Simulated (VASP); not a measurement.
N, a slab with vacuum:

```
N
1.0
    11.00000    0.00000    0.00000
     0.00000   11.50000    0.00000
     0.00000    0.00000   12.00000
N
2
Direct
  0.50000 0.50000 0.45417
  0.50000 0.50000 0.54583
```

Base run:

* Program: VASP 6.6.1
* Functional: HSE06
* Potentials or basis: VASP PAW PBE potentials, release 64 (N)
* Cutoff: 520 eV
* k mesh: 1 × 1 × 1
* Occupations: fermi-dirac, width 0.05 eV
* Spin: no spin polarisation

Its results: band gap on the k mesh 10.67 eV; largest force 0.443 eV/Å.

**Question.** The run is repeated on the same cell with these changes: functional from HSE06 to PBEsol. What comes out?

**Answer.** Band gap on the k mesh 8.19 eV; largest force 1.864 eV/Å.

HSE06 gives the wider gap, since exact exchange removes part of the self-interaction.

Caveats: the standard files for N, O and F lose accuracy on very short bonds; the PAW data sets were made with another functional, which shifts forces and pressure a little.

A k mesh can miss the band edges.
